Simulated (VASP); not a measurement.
Input of a VASP 6.6.1 run:

POSCAR

```
BiSe2
1.0
    4.1644399873      0.0000000000      0.0000000000
   -2.0822199936      3.6065108215      0.0000000000
    0.0000000000      0.0000000000     25.0596410940
Se Bi
4 2
Direct
    0.6666666667      0.3333333333      0.2992860102
    0.3333333333      0.6666666667      0.4385123057
    0.6666666667      0.3333333333      0.5614876943
    0.3333333333      0.6666666667      0.7007139898
    0.0000000000      0.0000000000      0.3768096440
    0.0000000000      0.0000000000      0.6231903560
```

The input INCAR.step1:

```
  ALGO = Normal
  DIPOL = 0.5 0.5 0.500
  EDIFF = 1E-4
  ENCUT = 520
  GGA = PE
  IDIPOL = 3
  ISMEAR = 0
  LASPH = True
  LCHARG = False
  LDIPOL = True
  LREAL = False
  LWAVE = True
  NBANDS = 36
  NELM = 80
  PREC = Accurate
  SIGMA = 0.05
```

INCAR.step2

```
  ALGO = Normal
  DIPOL = 0.5 0.5 0.500
  EDIFF = 1E-6
  ENCUT = 520
  IDIPOL = 3
  ISIF = 2
  ISMEAR = 0
  ISTART = 1
  LASPH = True
  LCHARG = False
  LDIPOL = True
  LMIXTAU = True
  LREAL = False
  LWAVE = False
  METAGGA = R2SCAN
  NBANDS = 36
  NELM = 80
  PREC = Accurate
  SIGMA = 0.05
```

File KPOINTS:

```
k-points
0
Gamma
  9 9 1
```

Potentials or basis: VASP PAW PBE potentials, release 64 (Se, Bi_d).

Launch:

```bash
$ cat potpaw_PBE.64/Se/POTCAR potpaw_PBE.64/Bi_d/POTCAR > POTCAR
$ cp INCAR.step1 INCAR
$ mpirun -np 1 vasp_std > vasp.out
$ cp INCAR.step2 INCAR
$ mpirun -np 1 vasp_std > vasp.out
```

(1) Predict the band gap on the k mesh.

(2) Estimate the largest force.

Answers

(1) zero (bands 27 and 28 overlap by 0.52 eV).

(2) 1.871 eV/Å.

Caveat: the PAW data sets were made with another functional, which shifts forces and pressure a little; spin-orbit coupling is left out, which moves the levels of the heavy elements.
